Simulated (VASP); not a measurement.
Here is a VASP 6.6.1 calculation.

The input INCAR:

```
PREC = Accurate ; ENCUT = 600
EDIFF = 1E-6 ; ISMEAR = 0
SIGMA = 0.1 ; LREAL = F
LASPH = T ; NELM = 120
ALGO = Normal ; ISIF = 2
LWAVE = F ; LCHARG = T
GGA = PE ; LELF = T
LVHAR = T ; NBANDS = 13
GGA_COMPAT = F
```

The input KPOINTS:

```
Automatic mesh
0
Gamma
  6 6 6
```

The input POSCAR:

```
C
1.0
    3.2387990700      0.0000000000      0.0000000000
   -1.6193995351      2.8048822724      0.0000000000
    0.0000000000      0.0000000000      3.6745259633
C
3
Direct
    0.2254000000      0.0000000000      0.3333333333
    0.0000000000      0.2254000000      0.6666666667
    0.7746000000      0.7746000000      0.0000000000
```

Potentials or basis: VASP PAW PBE potentials, release 64 (C).

Command:

```console
$ cat potpaw_PBE.64/C/POTCAR > POTCAR
$ mpirun -np 1 vasp_std > vasp.out
```

(1) Predict the pressure.

(2) What does it give for the band gap on the k mesh?

Results:

(1) -44.1 GPa.

(2) zero (band 6 reaches 3.05 eV, above the bottom of band 7 at 2.54 eV).

Caveat: the k points lie up to 0.37 Å⁻¹ apart; forces of over 1 eV/Å act on the atoms, so gaps and moduli don't describe the material at rest.
